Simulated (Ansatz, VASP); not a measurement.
# One calculation of CdS, two programs

```
Cd S
1.0
     0.00000    2.88133    2.96820
     2.88133    0.00000    2.96820
     2.88133    2.88133    0.00000
Cd S
1 1
Direct
  0.00000 0.00000 0.00000
  0.75000 0.75000 0.75000
```

Change from the starting cell: z stretched by +2 % at fixed volume.

Alike in both runs: task single point; functional PBE; k mesh 9 × 9 × 9; occupations fermi-dirac, width 0.03 eV; no spin polarisation.

|  | VASP | Ansatz |
| --- | --- | --- |
| version | VASP 6.6.1 | Ansatz 0.2.0 |
| potentials or method | VASP PAW PBE potentials, release 64 (Cd, S), cutoff 520 eV | all-electron LAPW, scalar-relativistic |

Ansatz gave:

* gap on the k mesh at the Fermi level (eV): 1.13
* pressure (GPa): 3.3
* traceless stress, the component that is largest in VASP (GPa): -0.34

What did VASP give for the same quantities?

gap on the k mesh at the Fermi level (eV): 1.13; pressure (GPa): 3.6; traceless stress, the component that is largest in VASP (GPa): -0.34.

Ansatz ran all-electron here, and VASP with PAW potentials.
